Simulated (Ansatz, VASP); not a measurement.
**Two plane-wave programs on C**

Contents of POSCAR:

```
C
1.0
    0.0000000000      1.7592674508      1.7592674508
    1.7592674508      0.0000000000      1.7592674508
    1.7592674508      1.7592674508      0.0000000000
C
2
Direct
    0.7500000000      0.7500000000      0.7500000000
    0.5000000000      0.5000000000      0.5000000000
```

Contents of INCAR.step1:

```
PREC     = Accurate       # precision mode
ENCUT    = 520            # plane-wave cutoff, eV
ISMEAR   = -1             # smearing method
SIGMA    = 0.05           # smearing width, eV
LREAL    = False          # projectors in reciprocal space
LASPH    = True           # aspherical terms in the spheres
NELM     = 100            # most SCF steps
NBANDS   = 11             # bands
GGA      = PE             # functional
ALGO     = Normal         # electronic algorithm
EDIFF    = 1E-4           # SCF threshold, eV
LWAVE    = True           # write WAVECAR
LCHARG   = False          # write CHGCAR
```

INCAR.step2

```
PREC     = Accurate       # precision mode
ENCUT    = 520            # plane-wave cutoff, eV
EDIFF    = 1E-6           # SCF threshold, eV
ISMEAR   = -1             # smearing method
SIGMA    = 0.05           # smearing width, eV
LREAL    = False          # projectors in reciprocal space
LASPH    = True           # aspherical terms in the spheres
NELM     = 100            # most SCF steps
ALGO     = Normal         # electronic algorithm
ISIF     = 2              # what is computed and relaxed
LWAVE    = False          # write WAVECAR
LCHARG   = False          # write CHGCAR
METAGGA  = R2SCAN         # meta-GGA
LMIXTAU  = True         
LUSE_VDW = True         
IVDW_NL  = 2            
BPARAM   = 11.95        
CPARAM   = 0.0093       
NBANDS   = 11             # bands
ISTART   = 1
```

Contents of KPOINTS:

```
Automatic mesh
0
Gamma
  13 13 13
```

The input input.yaml:

```yaml
crystal:
  lattice:
    - [0.0, 1.7592674508, 1.7592674508]
    - [1.7592674508, 0.0, 1.7592674508]
    - [1.7592674508, 1.7592674508, 0.0]
  atoms:
    - { symbol: C, position: [0.75, 0.75, 0.75] }
    - { symbol: C, position: [0.5, 0.5, 0.5] }
hamiltonian:
  xc: r2scan
  pseudopotentials: { kind: paw }
  dispersion: rvv10
kpoints:
  mp_grid: { grid: [13, 13, 13] }
scf:
  occupations: { method: fermi_dirac, width: 0.05 }
output:
  forces: true
  stress: true
  eigenvalues: true
  write_density: true
  write_potential: true
  elf: true
  volumetric_format: npy
```

Alike in both runs: task single point; functional r2SCAN; dispersion rVV10; k mesh 13 × 13 × 13; occupations fermi-dirac, width 0.05 eV; no spin polarisation.

|  | VASP | Ansatz |
| --- | --- | --- |
| version | VASP 6.6.1 | Ansatz 0.2.0 |
| potentials or method | VASP PAW PBE potentials, release 64 (C) | Ansatz PAW |
| plane-wave cutoff (eV) | 520 | 500 |
| valence electrons in the cell | 8 | 8 |

|  | VASP | Ansatz | Ansatz less VASP |
| --- | --- | --- | --- |
| gap on the k mesh at the Fermi level (eV) | 4.40 | 4.43 | +0.030 |
| least direct gap on the mesh (eV) | 5.94 | 5.99 | +0.048 |
| pressure (GPa) | 17.4 | 16.1 | -1.29 |

VASP's potentials were made for PBE, not for r2SCAN.

Noted on Ansatz's run: odd divisions of the mesh miss points on the zone boundary, where band edges often lie, so the gap on the mesh can be too wide.
